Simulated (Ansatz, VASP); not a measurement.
One calculation of Mg2NCl, two programs

Contents of INCAR:

```
  ALGO = Normal
  EDIFF = 1E-6
  ENCUT = 520
  GGA = CA
  ISIF = 2
  ISMEAR = 0
  LASPH = T
  LCHARG = F
  LREAL = F
  LWAVE = F
  NBANDS = 16
  NELM = 80
  PREC = Accurate
  SIGMA = 0.05
```

KPOINTS

```
k-points
0
Gamma
  9 9 9
```

File POSCAR:

```
Mg2NCl
1.0
    1.7436999469      1.0067256337      5.7028281500
   -1.7436999469      1.0067256337      5.7028281500
    0.0000000000     -2.0134512675      5.7028281500
Mg N Cl
2 1 1
Direct
    0.2228150000      0.2228150000      0.2228150000
    0.7771850000      0.7771850000      0.7771850000
    0.5000000000      0.5000000000      0.5000000000
    0.0000000000      0.0000000000      0.0000000000
```

Input for Ansatz:

```yaml
crystal:
  lattice:
    - [1.7436999469, 1.0067256337, 5.70282815]
    - [-1.7436999469, 1.0067256337, 5.70282815]
    - [0.0, -2.0134512675, 5.70282815]
  atoms:
    - { symbol: Mg, position: [0.222815, 0.222815, 0.222815] }
    - { symbol: Mg, position: [0.777185, 0.777185, 0.777185] }
    - { symbol: "N", position: [0.5, 0.5, 0.5] }
    - { symbol: Cl, position: [0.0, 0.0, 0.0] }
basis:
  ecutwfc: 420
kpoints:
  mp_grid: { grid: [9, 9, 9] }
hamiltonian:
  xc: lda
scf:
  occupations: { method: gaussian, width: 0.05 }
output:
  forces: true
  stress: true
  eigenvalues: true
```

Change from the starting cell: strain +0.050 along x and y, -0.050 along z, atoms carried along.

Alike in both runs: task single point; functional LDA; k mesh 9 × 9 × 9; occupations gaussian, width 0.05 eV; no spin polarisation.

```csv
,VASP,Ansatz
version,VASP 6.6.1,Ansatz 0.2.0
potentials or method,"VASP PAW LDA potentials, release 64 (Mg, N, Cl), cutoff 520 eV","scalar-relativistic, plane waves, PAW"
valence electrons in the cell,16,32
```

```tsv
	VASP	Ansatz	Ansatz less VASP
gap on the k mesh at the Fermi level (eV)	2.16	2.17	+0.009
least direct gap on the mesh (eV)	2.16	2.17	+0.009
pressure (GPa)	-10.5	-9.8	+0.70
traceless stress, the component that is largest in VASP (GPa)	9.53	9.50	-0.028
rms of the force components (eV/Å)	0.012	0.003	-0.0091
```

LDA's correlation is that of Perdew and Zunger in VASP and of Perdew and Wang (1992) in Ansatz. Atom by atom the forces differ by 0.014 eV/Å (rms over components). VASP's potentials hold 16 valence electrons a cell and Ansatz's 32, so a difference there can come from the potentials and not from the codes.
